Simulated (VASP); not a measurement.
Set up this calculation in VASP 6.6.1, as the native input.

- Task: single point
- Functional: PBEsol
- Potentials or basis: VASP PAW PBE potentials, release 64 (Pd)
- Cutoff: 520 eV
- k mesh: 11 × 11 × 3
- Occupations: fermi-dirac, width 0.05 eV
- Spin: no spin polarisation
- Dipole correction: no
- Further INCAR settings: ALGO = Normal; EDIFF = 1e-06; NBANDS = 28

The structure of Pd lies in POSCAR:

```
Pd
1.0
    2.7808573127      0.0000000000      0.0000000000
   -1.3904286564      2.4082930771      0.0000000000
    0.0000000000      0.0000000000      9.1787825657
Pd
4
Direct
    0.6666666667      0.3333333333      0.7500000000
    0.0000000000      0.0000000000      0.5000000000
    0.3333333333      0.6666666667      0.2500000000
    0.0000000000      0.0000000000      0.0000000000
```

This cell differs from its parent crystal: volume scaled by 1.02.

These files were run (other wordings do the same):

INCAR

```
ALGO     = Normal         # electronic algorithm
EDIFF    = 1E-6           # SCF threshold, eV
ENCUT    = 520            # plane-wave cutoff, eV
GGA      = PS             # functional
ISIF     = 2              # what is computed and relaxed
ISMEAR   = -1             # smearing method
LASPH    = True           # aspherical terms in the spheres
LCHARG   = False          # write CHGCAR
LREAL    = False          # projectors in reciprocal space
LWAVE    = False          # write WAVECAR
NBANDS   = 28             # bands
NELM     = 80             # most SCF steps
PREC     = Accurate       # precision mode
SIGMA    = 0.05           # smearing width, eV
```

KPOINTS

```
k-points
0
Gamma
  11 11 3
```

Potentials or basis: VASP PAW PBE potentials, release 64 (Pd).

Run with:

```console
$ cat potpaw_PBE.64/Pd/POTCAR > POTCAR
$ mpirun -np 1 vasp_std > vasp.out
```

Results of the run:

```json
{"Pressure": "-9.4 GPa", "Band gap on the k mesh": "zero (band 20 reaches 9.14 eV, above the bottom of band 21 at 8.29 eV)"}
```

Caveat: the PAW data sets were made with another functional, which shifts forces and pressure a little.

It took 36 s on 1 thread of AMD EPYC 9R45 96-Core Processor (Zen 5) (shared host), peak memory 0.17 GiB.
